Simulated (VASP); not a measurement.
Crystal: Ge.

```xyz
2
Lattice="2.8974 0.0000 0.0000 -1.4487 2.5092 0.0000 0.0000 0.0000 5.7976" Properties=species:S:1:pos:R:3 pbc="T T T"
Ge    0.0000    0.0000    1.8373
Ge    0.0000    0.0000    3.9603
```

| Item | Value |
| --- | --- |
| Program | VASP 6.6.1 |
| Task | relaxation of cell and atoms |
| Functional | PBE |
| Potentials or basis | VASP PAW PBE potentials, release 64 (Ge_d) |
| Cutoff | 600 eV |
| k mesh | 6 × 6 × 4 |
| Occupations | gaussian, width 0.1 eV |
| Spin | no spin polarisation |

At the start: pressure 14.8 GPa; volume 21.07 Å³/atom.

Problem. How do energy, volume and symmetry change on relaxing?

Solution. Over 24 steps the energy falls by 827.0 meV/atom and the volume is 19.62 Å³/atom (-6.9 %); space group P6/mmm (No. 191, to 0.05 Å).

The path:
```csv
step,energy change (eV),largest force (eV/Å),pressure (GPa),volume (Å³)
1,0.0000,6.5168,14.75,42.15
2,-0.9904,0.1309,-4.80,53.84
3,-1.0103,0.1287,-4.87,53.20
4,-1.0316,0.1631,-5.02,52.59
5,-1.3714,0.0400,-4.04,47.40
6,-1.2926,1.3305,-0.22,44.78
7,-1.3829,0.2265,-3.74,46.86
8,-1.3836,0.2959,-3.66,46.67
9,-1.4303,0.2676,-0.66,43.73
10,-1.4301,0.2616,0.05,43.41
11,-1.4575,0.4106,0.69,42.14
12,-1.5000,1.1122,4.35,38.40
13,-1.5105,1.1103,4.31,38.24
14,-1.5376,1.0417,4.38,37.74
15,-1.5498,0.8369,5.81,36.74
16,-1.5841,0.6247,4.83,37.08
17,-1.6379,0.0060,2.42,38.09
18,-1.6415,0.1563,1.73,38.41
19,-1.6416,0.1851,1.67,38.47
20,-1.6483,0.1147,1.22,38.68
21,-1.6533,0.0124,0.64,39.05
22,-1.6534,0.0001,0.46,39.10
23,-1.6534,0.0037,0.64,39.09
24,-1.6539,0.0016,0.24,39.25
```

Final structure:
```yaml
crystal:
  lattice:
    - [2.83237, 0.00000, 0.00000]
    - [-1.41619, 2.45291, 0.00000]
    - [0.00000, 0.00000, 5.64910]
  atoms:
    - { symbol: Ge, position: [0.00000, 0.00000, 0.24996] }
    - { symbol: Ge, position: [0.00000, 0.00000, 0.75004] }
```

Caveat: the k points lie up to 0.43 Å⁻¹ apart in the final cell.
